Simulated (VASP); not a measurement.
Runs of VASP 6.6.1 on Ga. The structure is that of space group Fd-3m (No. 227), or close to it. The cells are those of the table. 

| cell | gap on the mesh (eV) | pressure (GPa) |
| --- | --- | --- |
| a = 4.131 Å, angles 60.0°, 2 atoms | none | (a) |
| a = 4.173 Å, angles 60.0°, 2 atoms | none | -2.4 |
| a = 4.214 Å, angles 60.0°, 2 atoms | none | -3.2 |
| a = 4.088 Å, angles 60.0°, 2 atoms | none | 0.0 |
| a = 4.045 Å, angles 60.0°, 2 atoms | none | (b) |

Alike in all rows: task single point; level r2SCAN; potentials or basis VASP PAW PBE potentials, release 64 (Ga_d); no spin polarisation; k mesh 10 × 10 × 10; cutoff (eV) 520; smearing fermi-dirac 0.1 eV.

Question: Fill in the values left out.

Answer: (a) -1.3; (b) 1.4.

Caveats: the PAW data sets were made with another functional, which shifts forces and pressure a little.

A k mesh can miss the band edges, and the runs leave out spin-orbit coupling on Ga.

A gap of «none» marks levels without a gap at the run's occupations.
